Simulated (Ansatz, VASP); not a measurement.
## TiH4 in VASP and in Ansatz

```
Ti H
1.0
     1.75652   -2.74476    0.00000
     1.75652    2.74476    0.00000
     0.00000    0.00000    3.29649
Ti H
1 4
Direct
  0.50000 0.50000 0.50000
  0.84413 0.15587 0.50000
  0.27150 0.27150 0.00000
  0.72850 0.72850 0.00000
  0.15587 0.84413 0.50000
```

Change from the starting cell: species swapped into the FeCl4 type (Cmmm, No. 65).

Alike in both runs: task relaxation of cell and atoms; functional PBE; k mesh 6 × 6 × 6; occupations gaussian, width 0.1 eV; no spin polarisation.

|  | VASP | Ansatz |
| --- | --- | --- |
| version | VASP 6.6.1 | Ansatz 0.2.0 |
| potentials or method | VASP PAW PBE potentials, release 64 (Ti_sv, H), cutoff 600 eV | scalar-relativistic, plane waves, PAW |
| valence electrons in the cell | 16 | 16 |

```csv
,VASP,Ansatz,Ansatz less VASP
"gap on the k mesh at the Fermi level, each at its own relaxed structure (eV)",none,none,-
relaxed volume (Å³/atom),6.35,6.37,+0.023
relaxed cell length with the largest relative difference (Å),3.262,3.272,+0.0102
```

A gap of «none» marks a metal or a gap that the smearing closes.
